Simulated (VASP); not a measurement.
# WS2 (P6_3/mmc) in VASP: notebook

Runs on WS2. Level: PBE+D3(BJ). Tasks: single point.

Everything below comes from runs of VASP 6.6.1. Logs are shortened: lines on timing, memory, paths and dates and some standing lists are left out, and cuts for length are marked.

**1. The cell of the first run**

Symmetry: P6_3/mmc, No. 194, hexagonal system. The conventional cell has a = 3.249 Å, b = 3.249 Å, c = 11.929 Å, α = 90.00°, β = 90.00°, γ = 120.00°. Within 3.2 Å of W (site symmetry -6m2) lie 6 S at 2.42 Å. Within 3.2 Å of S (site symmetry 3m) lie 3 W at 2.42 Å and 1 S at 3.07 Å.

**2. Single point, PBE+D3(BJ) (biaxial strain in the a-b plane: +3.0 %)**

Input file INCAR:

```
PREC     = Accurate       # precision mode
ENCUT    = 520            # plane-wave cutoff, eV
EDIFF    = 1E-6           # SCF threshold, eV
ISMEAR   = 0              # smearing method
SIGMA    = 0.02           # smearing width, eV
LREAL    = False          # projectors in reciprocal space
LASPH    = True           # aspherical terms in the spheres
NELM     = 80             # most SCF steps
ALGO     = Normal         # electronic algorithm
ISIF     = 2              # what is computed and relaxed
LWAVE    = False          # write WAVECAR
LCHARG   = True           # write CHGCAR
GGA      = PE             # functional
IVDW     = 12             # dispersion correction
LELF     = True           # ELF
LVHAR    = True         
NBANDS   = 35             # bands
```

Input file KPOINTS:

```
Automatic mesh
0
Gamma
  12 12 4
```

Input file POSCAR:

```
WS2
1.0
    3.2487750803      0.0000000000      0.0000000000
   -1.6243875402      2.8135217507      0.0000000000
    0.0000000000      0.0000000000     11.9291173532
W S
2 4
Direct
    0.3333333333      0.6666666667      0.7500000000
    0.6666666667      0.3333333333      0.2500000000
    0.3333333333      0.6666666667      0.1213017347
    0.6666666667      0.3333333333      0.6213017347
    0.3333333333      0.6666666667      0.3786982653
    0.6666666667      0.3333333333      0.8786982653
```

Potentials or basis: VASP PAW PBE potentials, release 64 (W_sv, S).

Run with:

```bash
> cat potpaw_PBE.64/W_sv/POTCAR potpaw_PBE.64/S/POTCAR > POTCAR
> mpirun -np 1 vasp_std > vasp.out
```

OUTCAR:

```text
PREC = Accurate
   ENCUT = 520
   EDIFF = 1E-6
   ISMEAR = 0
   LREAL = False
   LASPH = True
   NELM = 80
   ISIF = 2
   GGA = PE
   IVDW = 12
 IVDW          = 12

 ion  position               nearest neighbor table
   1  0.333  0.667  0.750-   4 2.42   6 2.42   4 2.42   6 2.42   4 2.42   6 2.42
   2  0.667  0.333  0.250-   3 2.42   5 2.42   3 2.42   5 2.42   3 2.42   5 2.42
   3  0.333  0.667  0.121-   2 2.42   2 2.42   2 2.42
   4  0.667  0.333  0.621-   1 2.42   1 2.42   1 2.42
   5  0.333  0.667  0.379-   2 2.42   2 2.42   2 2.42
   6  0.667  0.333  0.879-   1 2.42   1 2.42   1 2.42

  LATTYP: Found a hexagonal cell.
 ALAT       =     3.2487750803
 C/A-ratio  =     3.6718815733

  Lattice vectors:

 A1 = (   3.2487750803,   0.0000000000,   0.0000000000)
 A2 = (  -1.6243875402,   2.8135217507,   0.0000000000)
 A3 = (   0.0000000000,   0.0000000000,  11.9291173532)

Analysis of symmetry for initial positions (statically):
=====================================================================
 Subroutine PRICEL returns:
 Original cell was already a primitive cell.

 Routine SETGRP: Setting up the symmetry group for a
 hexagonal supercell.

 Subroutine GETGRP returns: Found 24 space group operations
 (whereof 12 operations were pure point group operations)
 out of a pool of 24 trial point group operations.

The static configuration has the point symmetry D_3d.
 The point group associated with its full space group is D_6h.

Analysis of symmetry for dynamics (positions and initial velocities):
=====================================================================
 Subroutine PRICEL returns:
 Original cell was already a primitive cell.

 Routine SETGRP: Setting up the symmetry group for a
 hexagonal supercell.

 Subroutine GETGRP returns: Found 24 space group operations
 (whereof 12 operations were pure point group operations)
 out of a pool of 24 trial point group operations.

The dynamic configuration has the point symmetry D_3d.
 The point group associated with its full space group is D_6h.

 Subroutine INISYM returns: Found 24 space group operations
 (whereof 12 operations are pure point group operations),
 and found     1 'primitive' translations

----------------------------------------------------------------------------------------

                                     Primitive cell

  volume of cell :     109.0381

  direct lattice vectors                    reciprocal lattice vectors
     3.248775080  0.000000000  0.000000000     0.307808320  0.177713217  0.000000000
    -1.624387540  2.813521751  0.000000000     0.000000000  0.355426433  0.000000000
     0.000000000  0.000000000 11.929117353     0.000000000  0.000000000  0.083828499

  length of vectors
     3.248775080  3.248775080 11.929117353     0.355426433  0.355426433  0.083828499

  position of ions in fractional coordinates (direct lattice)
     0.333333333  0.666666667  0.750000000
     0.666666667  0.333333333  0.250000000
     0.333333333  0.666666667  0.121301735
     0.666666667  0.333333333  0.621301735
     0.333333333  0.666666667  0.378698265
     0.666666667  0.333333333  0.878698265

  ion indices of the primitive-cell ions
   primitive index   ion index
                 1           1
                 2           2
                 3           3
                 4           4
                 5           5
                 6           6

----------------------------------------------------------------------------------------

 KPOINTS: Automatic mesh

Automatic generation of k-mesh.
 Grid dimensions read from file:
 generate k-points for:   12   12    4

 Generating k-lattice:

  Cartesian coordinates                     Fractional coordinates (reciprocal lattice)
     0.025650693  0.014809435  0.000000000     0.083333333 -0.000000000  0.000000000
     0.000000000  0.029618869  0.000000000     0.000000000  0.083333333  0.000000000
     0.000000000  0.000000000  0.020957125     0.000000000  0.000000000  0.250000000

  Length of vectors
     0.029618869  0.029618869  0.020957125

  Shift w.r.t. Gamma in fractional coordinates (k-lattice)
     0.000000000  0.000000000  0.000000000

 Subroutine IBZKPT returns following result:
 ===========================================

 Found     57 irreducible k-points:

 Following reciprocal coordinates:
            Coordinates               Weight
  0.000000  0.000000  0.000000      1.000000
  0.083333  0.000000  0.000000      6.000000
  0.166667  0.000000  0.000000      6.000000
  0.250000  0.000000  0.000000      6.000000
  0.333333  0.000000  0.000000      6.000000
  0.416667  0.000000  0.000000      6.000000
[... 16 lines left out ...]
  0.250000  0.000000  0.250000     12.000000
  0.333333  0.000000  0.250000     12.000000
 [... further k-points ...]
   k-points           NKPTS =     57   k-points in BZ     NKDIM =     57   number of bands    NBANDS=     35
   number of dos      NEDOS =    301   number of ions     NIONS =      6
   total plane-waves  NPLWV =  51840
   dimension x,y,z NGX =    24 NGY =   24 NGZ =   90
   dimension x,y,z NGXF=    48 NGYF=   48 NGZF=  180
   ions per type =               2   4
   NGX,Y,Z   is equivalent  to a cutoff of  12.28, 12.28, 12.54 a.u.
   NGXF,Y,Z  is equivalent  to a cutoff of  24.56, 24.56, 25.09 a.u.
 SYSTEM =  unknown system
   PREC   = accura    normal or accurate (medium, high low for compatibility)
   ISTART =      0    job   : 0-new  1-cont  2-samecut
   ICHARG =      2    charge: 1-file 2-atom 10-const
   ISPIN  =      1    spin polarized calculation?
   LNONCOLLINEAR =      F non collinear calculations
   LSORBIT =      F    spin-orbit coupling
   LASPH  =      T    aspherical Exc in radial PAW
   ENCUT  =  520.0 eV  38.22 Ry    6.18 a.u.   6.04  6.04 22.18*2*pi/ulx,y,z
   NELM   =     80;   NELMIN=  2; NELMDL= -5     # of ELM steps
   EDIFF  = 0.1E-05   stopping-criterion for ELM
   LREAL  =      F    real-space projection
   EDIFFG = 0.1E-04   stopping-criterion for IOM
   NSW    =      0    number of steps for IOM
   IBRION =     -1    ionic relax: 0-MD 1-quasi-New 2-CG
   NFREE  =      0    steps in history (QN), initial steepest desc. (CG)
   ISIF   =      2    stress and relaxation
   ISYM   =      2    0-nonsym 1-usesym 2-fastsym
   POTIM  = 0.5000    time-step for ionic-motion
   TEBEG  =    0.0;   TEEND  =   0.0 temperature during run
   PSTRESS=    0.0 pullay stress
   NELECT =      52.0000    total number of electrons
   NUPDOWN=      -1.0000    fix difference up-down
   EMIN   =  10.00;   EMAX   =-10.00  energy-range for DOS
   EFERMI =   0.00;   METHOD = LEGACY
   ISMEAR =     0;   SIGMA  =   0.02  broadening in eV -4-tet -1-fermi 0-gaus
   EFERMI_NEDOS =   21; number of points for ismear=-14 and -15
   IALGO  =     38    algorithm
   IMIX   =      4    mixing-type and parameters
     AMIX     =   0.40;   BMIX     =  1.00
     AMIX_MAG =   1.60;   BMIX_MAG =  1.00
  volume/ion in A,a.u.               =      18.17       122.64
  Fermi-wavevector in a.u.,A,eV,Ry     =   1.279037  2.417030 22.258265  1.635936
  Thomas-Fermi vector in A             =   2.411546
   LORBIT       =      0    0 simple, 1 ext, 2 COOP (PROOUT), +10 PAW based schemes
   GGA     = PE    functional components
   LHFCALC =     F    Hartree Fock is set to
   AEXX    =    0.0000 exact exchange contribution
   IVDW    =    12    specifies the selected vdW correction
   LEPSILON=     F    determine dielectric tensor
   LRPA    =     F    only Hartree local field effects (RPA)
 non-spin polarized calculation
 Gauss-broadening in eV      SIGMA  =   0.02
  energy-cutoff  :      520.00
  volume of cell :      109.04
 maximum number of plane-waves:      3006
   NGX = 13   NGY = 13   NGZ = 45

 number of electron      52.0000004 magnetization

 Free energy of the ion-electron system (eV)
  ---------------------------------------------------
  ext. energy  EPLUGINS =         0.00000000
  ---------------------------------------------------
  free energy    TOTEN  =       -47.12924997 eV

  energy without entropy =      -47.12924997  energy(sigma->0) =      -47.12924997

 E-fermi :   7.5970     XC(G=0): -10.8624

 val. band max:        7.4667866048   @ k =   0.0000   0.0000   0.0000
 cond. band min:       8.0697126273   @ k =   0.3333   0.3333   0.0000
 fundamental gap:      0.6029260225
 Fermi energy:         7.5969724262

 k-point     1 :       0.0000    0.0000    0.0000
  band No.  band energies     occupation
      1     -67.5155      2.00000
      2     -67.5155      2.00000
      3     -31.7068      2.00000
      4     -31.7067      2.00000
      5     -31.6298      2.00000
      6     -31.6298      2.00000
[... 27 lines left out ...]
     34       9.6677      0.00000
     35      11.4639      0.00000

 k-point     2 :       0.0833    0.0000    0.0000
  band No.  band energies     occupation
      1     -67.5146      2.00000
      2     -67.5146      2.00000
      3     -31.7035      2.00000
      4     -31.7035      2.00000
      5     -31.6482      2.00000
      6     -31.6482      2.00000
[... 27 lines left out ...]
     34       9.5812      0.00000
     35      11.9780      0.00000

 k-point     3 :       0.1667    0.0000    0.0000
  band No.  band energies     occupation
      1     -67.5124      2.00000
      2     -67.5124      2.00000
      3     -31.6982      2.00000
      4     -31.6982      2.00000
      5     -31.6945      2.00000
      6     -31.6945      2.00000
[... 27 lines left out ...]
     34      10.0613      0.00000
     35      13.0979      0.00000
[... 723 lines left out ...]
 k-point    23 :       0.2500    0.0000    0.2500
  band No.  band energies     occupation
      1     -67.5093      2.00000
      2     -67.5093      2.00000
      3     -31.7657      2.00000
      4     -31.7657      2.00000
      5     -31.6823      2.00000
      6     -31.6822      2.00000
[... 27 lines left out ...]
     34      10.6221      0.00000
     35      13.7750      0.00000

 k-point    24 :       0.3333    0.0000    0.2500
  band No.  band energies     occupation
      1     -67.5062      2.00000
      2     -67.5062      2.00000
      3     -31.8324      2.00000
      4     -31.8324      2.00000
      5     -31.6777      2.00000
      6     -31.6777      2.00000
[... 27 lines left out ...]
     34      11.0758      0.00000
     35      12.7995      0.00000

 [... further k-points ...]

------------------------ aborting loop because EDIFF is reached ----------------------------------------

 Edisp (eV)   -2.50128

 E8    (eV) :    -1.0510

  FORCE on cell =-STRESS in cart. coord.  units (eV):
  Direction    XX          YY          ZZ          XY          YZ          ZX
  --------------------------------------------------------------------------------------
  -------------------------------------------------------------------------------------
  Total      -5.32388    -5.32388     0.95769     0.00000     0.00000     0.00000
  in kB     -78.22768   -78.22768    14.07205     0.00000     0.00000     0.00000
  external pressure =      -47.46 kB  Pullay stress =        0.00 kB

 VOLUME and BASIS-vectors are now :
 -----------------------------------------------------------------------------
  energy-cutoff  :      520.00
  volume of cell :      109.04
      direct lattice vectors                 reciprocal lattice vectors
     3.248775080  0.000000000  0.000000000     0.307808320  0.177713217  0.000000000
    -1.624387540  2.813521751  0.000000000     0.000000000  0.355426433  0.000000000
     0.000000000  0.000000000 11.929117353     0.000000000  0.000000000  0.083828499

 POSITION                                       TOTAL-FORCE (eV/Angst)
 -----------------------------------------------------------------------------------
     -0.00000      1.87568      8.94684         0.000000     -0.000000     -0.000000
      1.62439      0.93784      2.98228        -0.000000      0.000000     -0.000000
     -0.00000      1.87568      1.44702        -0.000000      0.000000     -0.113504
      1.62439      0.93784      7.41158         0.000000     -0.000000     -0.113504
     -0.00000      1.87568      4.51754        -0.000000      0.000000      0.113504
      1.62439      0.93784     10.48209         0.000000     -0.000000      0.113504
 -----------------------------------------------------------------------------------
    total drift:                               -0.000000      0.000000     -0.000000

  FREE ENERGIE OF THE ION-ELECTRON SYSTEM (eV)
  ---------------------------------------------------
  free  energy   TOTEN  =       -49.6305270521 eV

  energy  without entropy=      -49.6305270521  energy(sigma->0) =      -49.63052705
```

Wall time 2.1 min (1 thread of Intel Xeon 6975P-C (Granite Rapids), shared host); peak memory 0.33 GiB.

Results:

```yaml
Free_energy: -49.6305 eV
Pressure: -4.7 GPa
Largest_force: 0.114 eV/Å
Band_gap_on_the_k_mesh: 0.60 eV, indirect (least direct gap 1.45 eV)
Dispersion_energy_per_atom: -0.417 eV
```

Forces on the atoms (eV/Å):
```
W    0.000  0.000  0.000
W    0.000  0.000  0.000
S    0.000  0.000 -0.114
S    0.000  0.000 -0.114
S    0.000  0.000  0.114
S    0.000  0.000  0.114
```

Stress tensor (GPa, compression positive):
```
-7.82  0.00  0.00
 0.00 -7.82  0.00
 0.00  0.00  1.41
```

Caveat: the cell differs from its parent crystal (biaxial strain in the a-b plane: +3.0 %); spin-orbit coupling is left out, which moves the levels of the heavy elements.

**3. Single point, PBE+D3(BJ) (biaxial strain in the a-b plane: +3.0 %, then relaxed in part)**

Input file INCAR:

```
ALGO = Normal
EDIFF = 1E-6
ENCUT = 520
GGA = PE
ISIF = 2
ISMEAR = 0
IVDW = 12
LASPH = T
LCHARG = F
LREAL = F
LWAVE = F
NBANDS = 35
NELM = 80
PREC = Accurate
SIGMA = 0.02
```

Input file KPOINTS:

```
k-points
0
Gamma
  12 12 4
```

Input file POSCAR:

```
WS2
1.0
    3.2487750803      0.0000000000      0.0000000000
   -1.6243875402      2.8135217507      0.0000000000
    0.0000000000      0.0000000000     12.0272328539
W S
2 4
Direct
    0.3333333333      0.6666666667      0.7500000000
    0.6666666667      0.3333333333      0.2500000000
    0.3333333333      0.6666666667      0.1217891445
    0.6666666667      0.3333333333      0.6217891445
    0.3333333333      0.6666666667      0.3782108555
    0.6666666667      0.3333333333      0.8782108555
```

Potentials or basis: VASP PAW PBE potentials, release 64 (W_sv, S).

Run with:

```bash
> cat potpaw_PBE.64/W_sv/POTCAR potpaw_PBE.64/S/POTCAR > POTCAR
> mpirun -np 1 vasp_std > vasp.out
```

Wall time 2.1 min (1 thread of Intel Xeon 6975P-C (Granite Rapids), shared host); peak memory 0.33 GiB.

It converged, with:

* Free energy: -49.6333 eV
* Pressure: -5.5 GPa
* Band gap on the k mesh: 0.67 eV, indirect (least direct gap 1.47 eV)
* Dispersion energy per atom: -0.413 eV

Stress tensor (GPa, compression positive):
```
-8.18  0.00  0.00
 0.00 -8.18  0.00
 0.00  0.00 -0.03
```

Levels at points of the mesh, in eV from the valence-band top:
```csv
k point,band 24,band 25,band 26,band 27,band 28,band 29
"(0.00, 0.00, 0.00)",-1.30,-1.04,0.00,1.86,1.86,1.87
"(0.50, 0.00, 0.00)",-2.22,-1.89,-1.60,1.68,1.74,2.11
"(0.00, 0.00, 0.50)",-2.66,-0.23,-0.23,1.85,1.85,1.85
"(0.50, 0.00, 0.50)",-2.34,-1.72,-1.72,1.71,1.71,2.19
```

Caveat: the cell differs from its parent crystal (biaxial strain in the a-b plane: +3.0 %, then relaxed in part); spin-orbit coupling is left out, which moves the levels of the heavy elements.
